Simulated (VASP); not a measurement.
Wanted: the native input for a VASP 6.6.1 run.

```yaml
Task: single point
Functional: PBEsol
Potentials_or_basis: VASP PAW PBE potentials, release 64 (Ge_d)
Cutoff: 520 eV
k_mesh: 7 × 7 × 1
Occupations: gaussian, width 0.1 eV
Spin: no spin polarisation
Dipole_correction: yes
Further_INCAR_settings: ALGO = Normal; EDIFF = 1e-06; NBANDS = 51
```

The structure of Ge lies in POSCAR:

```
Ge
1.0
    4.0133694115      0.0000000000      0.0000000000
    0.0000000000      4.0133694115      0.0000000000
    0.0000000000      0.0000000000     24.0947018158
Ge
6
Direct
    0.0000000000      0.5000000000      0.3527746500
    0.0000000000      0.0000000000      0.4116647900
    0.5000000000      0.0000000000      0.4705549300
    0.5000000000      0.5000000000      0.5291894587
    0.0000000000      0.5000000000      0.5890982045
    0.0000000000      0.0000000000      0.6483886048
```

One way to write it, as run:

INCAR

```
SYSTEM = Ge
PREC = Accurate
ENCUT = 520
EDIFF = 1E-6
ISMEAR = 0
SIGMA = 0.1
LREAL = .FALSE.
LASPH = .TRUE.
NELM = 80
ALGO = Normal
ISIF = 2
LWAVE = .FALSE.
LCHARG = .TRUE.
LDIPOL = .TRUE.
IDIPOL = 3
DIPOL = 0.5 0.5 0.500
GGA = PS
LELF = .TRUE.
LVHAR = .TRUE.
LVACPOTAV = .TRUE.
NBANDS = 51
```

KPOINTS

```
Automatic mesh
0
G
  7 7 1
  0 0 0
```

Potentials or basis: VASP PAW PBE potentials, release 64 (Ge_d).

Run with:

```sh
$ cat potpaw_PBE.64/Ge_d/POTCAR > POTCAR
$ mpirun -np 1 vasp_std > vasp.out
```

It gave:

```json
{"Largest force": "0.165 eV/Å", "Band gap on the k mesh": "zero (band 42 reaches -1.08 eV, above the bottom of band 43 at -2.22 eV)"}
```

Caveat: the PAW data sets were made with another functional, which shifts forces and pressure a little.

Wall time 11 min on 1 thread of Intel Xeon 6975P-C, on a shared host, peak memory 0.53 GiB.
